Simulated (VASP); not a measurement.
Set up this calculation in VASP 6.6.1, as the native input.

* Task: single point
* Functional: PBE
* Dispersion: D3(BJ)
* Potentials or basis: VASP PAW PBE potentials, release 64 (Si, O)
* Cutoff: 520 eV
* k mesh: 7 × 7 × 1
* Occupations: gaussian, width 0.05 eV
* Spin: collinear spin, ferromagnetic start
* Starting moments: [0.0, 0.0, 0.0, 0.0, 2.0] μB
* Dipole correction: yes
* Further INCAR settings: ALGO = Normal; EDIFF = 1e-06; NBANDS = 23

The structure of Si4O lies in POSCAR:

```
Si4O
1.0
    3.8333442603      0.0000000000      0.0000000000
    0.0000000000      3.8333442603      0.0000000000
    0.0000000000      0.0000000000     21.1034818054
Si O
4 1
Direct
    0.0000000000      0.5000000000      0.1895421825
    0.0000000000      0.0000000000      0.2537634268
    0.5000000000      0.0000000000      0.3207061911
    0.5000000000      0.5000000000      0.3839879068
    0.6250000000      0.5000000000      0.4882361072
```

One way to write it, as run:

INCAR

```
SYSTEM = Si4O
  ALGO = Normal
  DIPOL = 0.5 0.5 0.327
  EDIFF = 1E-6
  ENCUT = 520
  GGA = PE
  IDIPOL = 3
  ISIF = 2
  ISMEAR = 0
  ISPIN = 2
  IVDW = 12
  LASPH = .True.
  LCHARG = .False.
  LDIPOL = .True.
  LORBIT = 11
  LREAL = .False.
  LWAVE = .False.
  MAGMOM = 0 0 0 0 2
  NBANDS = 23
  NELM = 150
  PREC = Accurate
  SIGMA = 0.05
```

KPOINTS

```
k-points
0
Gamma
  7 7 1
  0 0 0
```

Potentials or basis: VASP PAW PBE potentials, release 64 (Si, O).

Command:

```bash
$ cat potpaw_PBE.64/Si/POTCAR potpaw_PBE.64/O/POTCAR > POTCAR
$ mpirun -np 1 vasp_std > vasp.out
```

It gave:

| Property | Result |
| --- | --- |
| Largest force | 4.309 eV/Å |
| Net moment | 0.89 μB per cell |
| Site moments | Si +0.00, -0.01, +0.01, -0.04; O +0.77 μB |
| Valence electrons inside the program's atomic spheres | Si 1.58, 1.67, 1.52 (each value once); O 4.63 |
| Dispersion energy per atom | -0.197 eV |

Run time: 6 min on 1 thread of Intel(R) Xeon(R) 6975P-C (Granite Rapids), on a shared host, peak memory 0.58 GiB.
